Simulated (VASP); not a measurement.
# HW12C12F in VASP: single point with PBEsol

Aim: the single point of HW12C12F with PBEsol.

Everything below comes from runs of VASP 6.6.1. Logs are shortened: lines on timing, memory, paths and dates and some standing lists are left out, and cuts for length are marked.

## 1. The cell of the first run

The cell holds a slab with vacuum, 26 atoms: a = 5.796 Å, b = 5.796 Å, c = 20.072 Å, α = 90.00°, β = 90.00°, γ = 120.00°.

## 2. Single point, PBEsol

The input, INCAR:

```
PREC     = Accurate       # precision mode
ENCUT    = 520            # plane-wave cutoff, eV
EDIFF    = 1E-6           # SCF threshold, eV
ISMEAR   = 0              # smearing method
SIGMA    = 0.1            # smearing width, eV
LREAL    = Auto         
LASPH    = True           # aspherical terms in the spheres
NELM     = 100            # most SCF steps
ALGO     = Normal         # electronic algorithm
ISIF     = 2              # what is computed and relaxed
LWAVE    = False          # write WAVECAR
LCHARG   = True           # write CHGCAR
GGA      = PS             # functional
LELF     = True           # ELF
LVHAR    = True         
NBANDS   = 131            # bands
```

The input, KPOINTS:

```
Automatic mesh
0
Gamma
  3 3 1
```

The input, POSCAR:

```
HW12C12F
1.0
    5.7958000000      0.0000000000      0.0000000000
   -2.8979000000      5.0193100000      0.0000000000
    0.0000000000      0.0000000000     20.0722500000
W C F H
12 12 1 1
Direct
    0.0000000000      0.0000000000      0.0498200000
    0.0000781284      0.0000290526      0.1904246727
   -0.0000945195      0.0002650152      0.3341417977
    0.0000000000      0.5000000000      0.0498200000
    0.0000490785      0.5000592247      0.1904370507
   -0.0001322780      0.4997398837      0.3341179415
    0.5000000000      0.0000000000      0.0498200000
    0.4999617660      0.0000078243      0.1904298706
    0.5007913613      0.0004610639      0.3341664448
    0.5000000000      0.5000000000      0.0498200000
    0.4999672018      0.4999695903      0.1904228300
    0.5001021939      0.5000547493      0.3340905905
    0.3333333000      0.1666667000      0.1202880000
    0.3333344328      0.1666816502      0.2590486017
    0.3337694057      0.1667786253      0.3884762653
    0.3333333000      0.6666667000      0.1202880000
    0.3333763432      0.6666953946      0.2590423429
    0.3338039466      0.6670903801      0.3884580252
    0.8333333000      0.1666667000      0.1202880000
    0.8333901195      0.1666800580      0.2590691265
    0.8332111916      0.1667317674      0.3892174194
    0.8333333000      0.6666667000      0.1202880000
    0.8334907970      0.6668039216      0.2590506765
    0.8330669586      0.6666049880      0.3884817739
    0.1096566576      0.3230150313      0.5169884041
    0.0037445359      0.2663838107      0.4779743655
```

Potentials or basis: VASP PAW PBE potentials, release 64 (W_sv, C, F, H).

The run is started by

```bash
$ cat potpaw_PBE.64/W_sv/POTCAR potpaw_PBE.64/C/POTCAR potpaw_PBE.64/F/POTCAR potpaw_PBE.64/H/POTCAR > POTCAR
$ mpirun -np 1 vasp_std > vasp.out
```

OUTCAR:

```text
PREC = Accurate
   ENCUT = 520
   EDIFF = 1E-6
   ISMEAR = 0
   LREAL = Auto
   LASPH = True
   NELM = 100
   ISIF = 2
   GGA = PS

 ion  position               nearest neighbor table
   1  0.000  0.000  0.050-  22 2.19  13 2.19  19 2.19   2 2.82  10 2.90   4 2.90   4 2.90  10 2.90
                             7 2.90   7 2.90
   2  0.000  0.000  0.190-  23 2.17  14 2.17  20 2.17  13 2.19  22 2.19  19 2.19   1 2.82   3 2.88
                             8 2.90  11 2.90   5 2.90   5 2.90  11 2.90   8 2.90
   3  1.000  0.000  0.334-  24 2.00  15 2.00  21 2.00  20 2.25  14 2.25  23 2.25   2 2.88   9 2.89
                             6 2.89  12 2.90  12 2.90   6 2.90   9 2.90
   4  0.000  0.500  0.050-  19 2.19  16 2.19  22 2.19   5 2.82   7 2.90   1 2.90   1 2.90   7 2.90
                            10 2.90  10 2.90
   5  0.000  0.500  0.190-  17 2.17  23 2.17  20 2.17  16 2.19  22 2.19  19 2.19   4 2.82   6 2.88
                             8 2.90   2 2.90  11 2.90  11 2.90   2 2.90   8 2.90
   6  1.000  0.500  0.334-  24 2.00  18 2.00  21 2.00  20 2.25  23 2.25  17 2.25   5 2.88   9 2.89
                             3 2.89  12 2.90  12 2.90   3 2.90   9 2.90
   7  0.500  0.000  0.050-  16 2.19  19 2.19  13 2.19   8 2.82  10 2.90   4 2.90  10 2.90   4 2.90
                             1 2.90   1 2.90
   8  0.500  0.000  0.190-  17 2.17  14 2.17  20 2.17  13 2.19  16 2.19  19 2.19   7 2.82   9 2.89
                             2 2.90   5 2.90  11 2.90  11 2.90   5 2.90   2 2.90
   9  0.501  0.000  0.334-  18 2.00  15 2.00  21 2.00  20 2.25  14 2.25  17 2.25   8 2.89   6 2.89
[... 4 lines left out ...]
                             2 2.90   8 2.90   5 2.90   5 2.90   8 2.90   2 2.90
  12  0.500  0.500  0.334-  24 2.00  15 2.00  18 2.00  14 2.25  23 2.25  17 2.25  11 2.88   6 2.90
                             9 2.90   3 2.90   3 2.90   9 2.90   6 2.90
  13  0.333  0.167  0.120-   2 2.19  11 2.19   8 2.19  10 2.19   1 2.19   7 2.19
  14  0.333  0.167  0.259-   2 2.17   8 2.17  11 2.17  12 2.25   3 2.25   9 2.25
  15  0.334  0.167  0.388-   9 2.00  12 2.00   3 2.00
  16  0.333  0.667  0.120-  11 2.19   5 2.19   8 2.19   7 2.19   4 2.19  10 2.19
  17  0.333  0.667  0.259-   5 2.17   8 2.17  11 2.17  12 2.25   6 2.25   9 2.25
  18  0.334  0.667  0.388-   9 2.00  12 2.00   6 2.00
  19  0.833  0.167  0.120-   2 2.19   8 2.19   5 2.19   4 2.19   7 2.19   1 2.19
  20  0.833  0.167  0.259-   5 2.17   2 2.17   8 2.17   9 2.25   3 2.25   6 2.25
  21  0.833  0.167  0.389-   9 2.00   6 2.00   3 2.00
  22  0.833  0.667  0.120-  11 2.19   2 2.19   5 2.19   1 2.19  10 2.19   4 2.19
  23  0.833  0.667  0.259-   2 2.17   5 2.17  11 2.17  12 2.25   6 2.25   3 2.25
  24  0.833  0.667  0.388-  12 2.00   3 2.00   6 2.00
  25  0.110  0.323  0.517-  26 0.95
  26  0.004  0.266  0.478-  25 0.95

  LATTYP: Found a hexagonal cell.
 ALAT       =     5.7958000000
 C/A-ratio  =     3.4632406225

  Lattice vectors:

 A1 = (   5.7958000000,   0.0000000000,   0.0000000000)
 A2 = (  -2.8979000000,   5.0193100000,   0.0000000000)
 A3 = (   0.0000000000,   0.0000000000,  20.0722500000)

Analysis of symmetry for initial positions (statically):
=====================================================================
 Subroutine PRICEL returns:
 Original cell was already a primitive cell.

 Routine SETGRP: Setting up the symmetry group for a
 hexagonal supercell.

 Subroutine GETGRP returns: Found  1 space group operations
 (whereof  1 operations were pure point group operations)
 out of a pool of 24 trial point group operations.

The static configuration has the point symmetry C_1 .

Analysis of symmetry for dynamics (positions and initial velocities):
=====================================================================
 Subroutine PRICEL returns:
 Original cell was already a primitive cell.

 Routine SETGRP: Setting up the symmetry group for a
 hexagonal supercell.

 Subroutine GETGRP returns: Found  1 space group operations
 (whereof  1 operations were pure point group operations)
 out of a pool of 24 trial point group operations.

The dynamic configuration has the point symmetry C_1 .

 Subroutine INISYM returns: Found  1 space group operations
 (whereof  1 operations are pure point group operations),
 and found     1 'primitive' translations

----------------------------------------------------------------------------------------

                                     Primitive cell

  volume of cell :     583.9202

  direct lattice vectors                    reciprocal lattice vectors
     5.795800000  0.000000000  0.000000000     0.172538735  0.099615286  0.000000000
    -2.897900000  5.019310000  0.000000000     0.000000000  0.199230572  0.000000000
     0.000000000  0.000000000 20.072250000     0.000000000  0.000000000  0.049820025

  length of vectors
     5.795800000  5.795799969 20.072250000     0.199230570  0.199230572  0.049820025

  position of ions in fractional coordinates (direct lattice)
     0.000000000  0.000000000  0.049820000
     0.000078128  0.000029053  0.190424673
     0.999905480  0.000265015  0.334141798
     0.000000000  0.500000000  0.049820000
[... 66 lines left out ...]

  Length of vectors
     0.066410190  0.066410191  0.049820025

  Shift w.r.t. Gamma in fractional coordinates (k-lattice)
     0.000000000  0.000000000  0.000000000

 Subroutine IBZKPT returns following result:
 ===========================================

 Found      5 irreducible k-points:

 Following reciprocal coordinates:
            Coordinates               Weight
  0.000000  0.000000  0.000000      1.000000
  0.333333 -0.000000  0.000000      2.000000
  0.000000  0.333333  0.000000      2.000000
 -0.333333  0.333333  0.000000      2.000000
  0.333333  0.333333  0.000000      2.000000
   k-points           NKPTS =      5   k-points in BZ     NKDIM =      5   number of bands    NBANDS=    131
   number of dos      NEDOS =    301   number of ions     NIONS =     26
   total plane-waves  NPLWV = 345600
   dimension x,y,z NGX =    48 NGY =   48 NGZ =  150
   dimension x,y,z NGXF=    96 NGYF=   96 NGZF=  300
   ions per type =              12  12   1   1
   NGX,Y,Z   is equivalent  to a cutoff of  13.77, 13.77, 12.42 a.u.
   NGXF,Y,Z  is equivalent  to a cutoff of  27.54, 27.54, 24.85 a.u.
 SYSTEM =  unknown system
   PREC   = accura    normal or accurate (medium, high low for compatibility)
   ISTART =      0    job   : 0-new  1-cont  2-samecut
   ICHARG =      2    charge: 1-file 2-atom 10-const
   ISPIN  =      1    spin polarized calculation?
   LNONCOLLINEAR =      F non collinear calculations
   LSORBIT =      F    spin-orbit coupling
   LASPH  =      T    aspherical Exc in radial PAW
   ENCUT  =  520.0 eV  38.22 Ry    6.18 a.u.  10.78 10.78 37.32*2*pi/ulx,y,z
   NELM   =    100;   NELMIN=  2; NELMDL= -5     # of ELM steps
   EDIFF  = 0.1E-05   stopping-criterion for ELM
   LREAL  =      T    real-space projection
   EDIFFG = 0.1E-04   stopping-criterion for IOM
   NSW    =      0    number of steps for IOM
   IBRION =     -1    ionic relax: 0-MD 1-quasi-New 2-CG
   NFREE  =      0    steps in history (QN), initial steepest desc. (CG)
   ISIF   =      2    stress and relaxation
   ISYM   =      2    0-nonsym 1-usesym 2-fastsym
   POTIM  = 0.5000    time-step for ionic-motion
   TEBEG  =    0.0;   TEEND  =   0.0 temperature during run
   PSTRESS=    0.0 pullay stress
   NELECT =     224.0000    total number of electrons
   NUPDOWN=      -1.0000    fix difference up-down
   EMIN   =  10.00;   EMAX   =-10.00  energy-range for DOS
   EFERMI =   0.00;   METHOD = LEGACY
   ISMEAR =     0;   SIGMA  =   0.10  broadening in eV -4-tet -1-fermi 0-gaus
   EFERMI_NEDOS =   21; number of points for ismear=-14 and -15
   IALGO  =     38    algorithm
   IMIX   =      4    mixing-type and parameters
     AMIX     =   0.40;   BMIX     =  1.00
     AMIX_MAG =   1.60;   BMIX_MAG =  1.00
  volume/ion in A,a.u.               =      22.46       151.56
  Fermi-wavevector in a.u.,A,eV,Ry     =   1.189523  2.247873 19.251782  1.414966
  Thomas-Fermi vector in A             =   2.325629
   LORBIT       =      0    0 simple, 1 ext, 2 COOP (PROOUT), +10 PAW based schemes
   GGA     = PS    functional components
   LHFCALC =     F    Hartree Fock is set to
   AEXX    =    0.0000 exact exchange contribution
   IVDW    =     0    specifies the selected vdW correction
   LEPSILON=     F    determine dielectric tensor
   LRPA    =     F    only Hartree local field effects (RPA)
 non-spin polarized calculation
 Gauss-broadening in eV      SIGMA  =   0.10
  energy-cutoff  :      520.00
  volume of cell :      583.92
 maximum number of plane-waves:     15795
 NGX is ok and might be reduce to    48
   NGX = 21   NGY = 21   NGZ = 75

 number of electron     223.9999973 magnetization

 Free energy of the ion-electron system (eV)
  ---------------------------------------------------
  ext. energy  EPLUGINS =         0.00000000
  ---------------------------------------------------
  free energy    TOTEN  =      -276.17827567 eV

  energy without entropy =     -276.15854155  energy(sigma->0) =     -276.16840861

 E-fermi :   1.5085     XC(G=0):  -7.2010

 val. band max:        1.4961273104   @ k =   0.0000   0.0000   0.0000
 cond. band min:       1.6026866190   @ k =   0.3333  -0.0000   0.0000
 fundamental gap:      0.1065593086
 Fermi energy:         1.5085175989

 k-point     1 :       0.0000    0.0000    0.0000
  band No.  band energies     occupation
      1     -72.7642      2.00000
      2     -72.7034      2.00000
      3     -72.7032      2.00000
      4     -72.7030      2.00000
      5     -72.6730      2.00000
      6     -72.6496      2.00000
[... 624 lines left out ...]
    123       3.2497      0.00000
    124       3.3094      0.00000
 [bands above 124 left out]

------------------------ aborting loop because EDIFF is reached ----------------------------------------

  FORCE on cell =-STRESS in cart. coord.  units (eV):
  Direction    XX          YY          ZZ          XY          YZ          ZX
  --------------------------------------------------------------------------------------
  -------------------------------------------------------------------------------------
  Total        2.6188143      2.6012476     -3.8106699      0.0301295      0.0469441      0.0990835
  in kB        7.1855797      7.1373797    -10.4558284      0.0826703      0.1288067      0.2718682
  external PRESSURE =       1.2890437 kB  Pullay stress =       0.0000000 kB

 VOLUME and BASIS-vectors are now :
 -----------------------------------------------------------------------------
  energy-cutoff  :      520.00
  volume of cell :      583.92
      direct lattice vectors                 reciprocal lattice vectors
     5.795800000  0.000000000  0.000000000     0.172538735  0.099615286  0.000000000
    -2.897900000  5.019310000  0.000000000     0.000000000  0.199230572  0.000000000
     0.000000000  0.000000000 20.072250000     0.000000000  0.000000000  0.049820025

 POSITION                                       TOTAL-FORCE (eV/Angst)
 -----------------------------------------------------------------------------------
      0.00000      0.00000      1.00000        -0.001303      0.001226      0.929881
      0.00037      0.00015      3.82225        -0.007079     -0.003614      0.001914
      5.79448      0.00133      6.70698        -0.002037     -0.004980     -0.046207
     -1.44895      2.50965      1.00000         0.000582     -0.001634      0.930730
     -1.44884      2.50995      3.82250        -0.000650     -0.001200     -0.006806
      4.34684      2.50835      6.70650        -0.001313      0.002906     -0.044455
[... 18 lines left out ...]
     -0.30052      1.62131     10.37712         0.150747      0.098158      0.261379
     -0.75025      1.33706      9.59402        -0.152070     -0.096894     -0.266598
 -----------------------------------------------------------------------------------
    total drift:                               -0.005455      0.001561      0.042317

  FREE ENERGIE OF THE ION-ELECTRON SYSTEM (eV)
  ---------------------------------------------------
  free  energy   TOTEN  =      -276.1782756702 eV

  energy  without entropy=     -276.1585415525  energy(sigma->0) =     -276.16840861
```

It took 29 min on 1 thread of AMD EPYC 7R13 (Zen 3), shared host; peak memory 0.83 GiB.

Results:

| Quantity | Value |
| --- | --- |
| Free energy | -276.1783 eV |
| Largest force | 1.007 eV/Å |
| Band gap on the k mesh | zero (band 112 reaches 1.87 eV, above the bottom of band 113 at 0.80 eV) |

Forces in eV/Å, atoms in the order of the input:
```
W   -0.001  0.001  0.930
W   -0.007 -0.004  0.002
W   -0.002 -0.005 -0.046
W    0.001 -0.002  0.931
W   -0.001 -0.001 -0.007
W   -0.001  0.003 -0.044
W    0.002  0.001  0.930
W    0.007 -0.002  0.007
W    0.002 -0.003 -0.052
W    0.001  0.001  0.926
W    0.001  0.007  0.002
W    0.000  0.004 -0.045
C    0.001  0.001 -1.004
C   -0.001  0.001  0.007
C   -0.007 -0.001  0.115
C    0.000  0.000 -1.002
C   -0.004 -0.003  0.009
C   -0.001 -0.003  0.116
C    0.001  0.002 -1.007
C    0.002  0.004  0.003
C    0.001 -0.002  0.114
C    0.001  0.001 -1.003
C    0.004 -0.002  0.005
C    0.002  0.003  0.117
F    0.151  0.098  0.261
H   -0.152 -0.097 -0.267
```

Caveat: the k points lie up to 0.42 Å⁻¹ apart; the PAW data sets were made with another functional, which shifts forces and pressure a little; spin-orbit coupling is left out, which moves the levels of the heavy elements.
